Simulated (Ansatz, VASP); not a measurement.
**One calculation of CsH, two programs**

File POSCAR:

```
CsH
1.0
    0.0000000000      3.3654670080      2.8606469568
    3.3654670080      0.0000000000      2.8606469568
    3.3654670080      3.3654670080      0.0000000000
Cs H
1 1
Direct
    0.0000000000      0.0000000000      0.0000000000
    0.5000000000      0.5000000000      0.5000000000
```

Contents of INCAR.step1:

```
SYSTEM = CsH
PREC     = Accurate       ! precision mode
ENCUT    = 520            ! plane-wave cutoff, eV
ISMEAR   = 0              ! smearing method
SIGMA    = 0.05           ! smearing width, eV
LREAL    = .FALSE.        ! projectors in reciprocal space
LASPH    = .TRUE.         ! aspherical terms in the spheres
NELM     = 60             ! most SCF steps
NBANDS   = 12             ! bands
GGA      = PE             ! functional
ALGO     = Normal         ! electronic algorithm
EDIFF    = 1E-4           ! SCF threshold, eV
LWAVE    = .TRUE.         ! write WAVECAR
LCHARG   = .FALSE.        ! write CHGCAR
```

INCAR.step2

```
SYSTEM = CsH
PREC     = Accurate       ! precision mode
ENCUT    = 520            ! plane-wave cutoff, eV
EDIFF    = 1E-6           ! SCF threshold, eV
ISMEAR   = 0              ! smearing method
SIGMA    = 0.05           ! smearing width, eV
LREAL    = .FALSE.        ! projectors in reciprocal space
LASPH    = .TRUE.         ! aspherical terms in the spheres
NELM     = 60             ! most SCF steps
ALGO     = Normal         ! electronic algorithm
ISIF     = 2              ! what is computed and relaxed
LWAVE    = .FALSE.        ! write WAVECAR
LCHARG   = .TRUE.         ! write CHGCAR
METAGGA  = R2SCAN         ! meta-GGA
LMIXTAU  = .TRUE.       
LELF     = .TRUE.         ! ELF
LVHAR    = .TRUE.       
NBANDS   = 12             ! bands
ISTART   = 1
```

File KPOINTS:

```
Automatic mesh
0
G
  8 8 8
  0 0 0
```

Input for Ansatz:

```yaml
crystal:
  lattice:
    - [0.0, 3.365467008, 2.8606469568]
    - [3.365467008, 0.0, 2.8606469568]
    - [3.365467008, 3.365467008, 0.0]
  atoms:
    - { symbol: Cs, position: [0.0, 0.0, 0.0] }
    - { symbol: H, position: [0.5, 0.5, 0.5] }
basis:
  ecutwfc: 500
kpoints:
  mp_grid: { grid: [8, 8, 8] }
hamiltonian:
  xc: r2scan
scf:
  occupations: { method: gaussian, width: 0.05 }
output:
  forces: true
  stress: true
  eigenvalues: true
```

Alike in both runs: task single point; functional r2SCAN; k mesh 8 × 8 × 8; occupations gaussian, width 0.05 eV; no spin polarisation.

|  | VASP | Ansatz |
| --- | --- | --- |
| version | VASP 6.6.1 | Ansatz 0.2.0 |
| potentials or method | VASP PAW PBE potentials, release 64 (Cs_sv, H), cutoff 520 eV | scalar-relativistic, plane waves, PAW |
| valence electrons in the cell | 10 | 10 |

VASP gave:

```
gap on the k mesh at the Fermi level (eV)                     : 2.50
least direct gap on the mesh (eV)                             : 2.50
pressure (GPa)                                                : 0.8
traceless stress, the component that is largest in VASP (GPa) : 3.30
```

Q: Which values does Ansatz return?

A: gap on the k mesh at the Fermi level (eV): 2.52; least direct gap on the mesh (eV): 2.52; pressure (GPa): 0.7; traceless stress, the component that is largest in VASP (GPa): 3.23.

VASP's potentials were made for PBE, not for r2SCAN.

Spin-orbit coupling is off throughout.
